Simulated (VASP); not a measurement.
# Pt: single point with LDA

Crystal: Pt.

```
CELL_PARAMETERS angstrom
2.71502 0.00000 0.00000
-1.35751 2.35128 0.00000
0.00000 0.00000 4.65706
ATOMIC_POSITIONS crystal
Pt 0.33333 0.66667 0.25000
Pt 0.66667 0.33333 0.75000
```

This isn't the form of Pt at room conditions, which is fcc.

```json
{
 "Program": "VASP 6.6.1",
 "Task": "single point",
 "Functional": "LDA",
 "Potentials or basis": "VASP PAW LDA potentials, release 64 (Pt_sv_GW)",
 "Cutoff": "570 eV",
 "k mesh": "13 × 13 × 7",
 "Occupations": "fermi-dirac, width 0.1 eV",
 "Spin": "no spin polarisation",
 "Dipole correction": "no",
 "Further INCAR settings": "ALGO = Normal; EDIFF = 1e-06; NBANDS = 25"
}
```

| Quantity | Value |
| --- | --- |
| Pressure | -0.4 GPa |
| Band gap on the k mesh | zero (bands 18 and 19 overlap by 1.25 eV) |

Stress tensor (GPa, compression positive):
```
-0.27  0.00  0.00
 0.00 -0.27  0.00
 0.00  0.00 -0.64
```

Levels at points of the mesh, in eV from the Fermi level:
```tsv
k point	band 16	band 17	band 18	band 19	band 20	band 21
(0.00, 0.00, 0.00)	-2.09	-2.09	-0.89	-0.26	-0.26	5.23
```

It took 48 s on 1 thread of Intel(R) Xeon(R) 6975P-C (Granite Rapids), on a shared host, peak memory 0.18 GiB.

Caveat: spin-orbit coupling is left out, which moves the levels of the heavy elements.
